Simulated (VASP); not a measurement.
Wanted: the native input for a VASP 6.6.1 run.

```yaml
Task: single point
Functional: PBE
Potentials_or_basis: VASP PAW PBE potentials, release 64 (Al)
Cutoff: 400 eV
k_mesh: 1 × 1 × 1, shifted
Occupations: fermi-dirac, width 0.05 eV
Spin: no spin polarisation
Dipole_correction: no
Mended: yes
Further_INCAR_settings: LREAL = Auto; ALGO = Normal; EDIFF = 1e-06; NBANDS = 54; ISYM = -1
```

The structure of Al lies in POSCAR:

```
Al
1.0
    7.8492690000      0.0253920000      0.3068690000
    0.0253920000      7.8462400000      0.0076520000
    0.3068690000      0.0076520000      7.3433480000
Al
24
Direct
    0.6932607559      0.8823269358      0.1378496837
    0.0418180131      0.5902344902      0.5770636056
    0.6668758915      0.4781252169      0.5966395502
    0.7182595195      0.8126938065      0.4737718663
    0.7445028291      0.1876734087      0.3453969612
    0.8958345188      0.9362926489      0.7466200221
    0.1104194225      0.2170235539      0.2078332714
    0.4510768496      0.1346209071      0.0719172480
    0.9104449871      0.5239210548      0.2423737256
    0.8026910282      0.2533690325      0.9662613330
    1.0047029729      0.2395897856      0.5786229200
    0.3781467016      0.7191192294      0.6203655062
    0.0725298598      0.8443873846      0.0772672876
    0.4296235444      0.7844607564      0.9655820695
    0.4367175914      0.0410370226      0.4304153765
    0.2211168940      0.0676710139      0.8040229418
    0.6084486200      0.1409672555      0.7129317988
    0.4377282360      0.4394040660      0.9076641137
    0.5657807942      0.5034466423      0.2324243710
    0.7692819423      0.6042441517      0.9134553535
    0.1048401205      0.4238345962      0.8950519075
    0.3387868267      0.3788443355      0.5559259766
    0.1075942587      0.9154731752      0.4337063226
    0.2452897986      0.5895967287      0.2366917066
```

One way to write it, as run:

INCAR

```
  PREC = Accurate
  ENCUT = 400
  EDIFF = 1E-6
  ISMEAR = -1
  SIGMA = 0.05
  LREAL = Auto
  LASPH = T
  NELM = 120
  ALGO = Normal
  ISIF = 2
  LWAVE = F
  LCHARG = F
  GGA = PE
  ISYM = -1
  NBANDS = 54
  GGA_COMPAT = F
```

KPOINTS

```
explicit points
1
Reciprocal
  0.25000000   0.25000000   0.25000000 1
```

Potentials or basis: VASP PAW PBE potentials, release 64 (Al).

Run with:

```bash
$ cat potpaw_PBE.64/Al/POTCAR > POTCAR
$ mpirun -np 1 vasp_std > vasp.out
```

Results of the run:

- Pressure: -3.2 GPa
- Largest force: 0.651 eV/Å

Caveat: the atoms stand as in a frame of molecular dynamics.

It took 23 s on 1 thread of AMD EPYC 7R13 Processor (Zen 3) (shared host), peak memory 0.28 GiB.
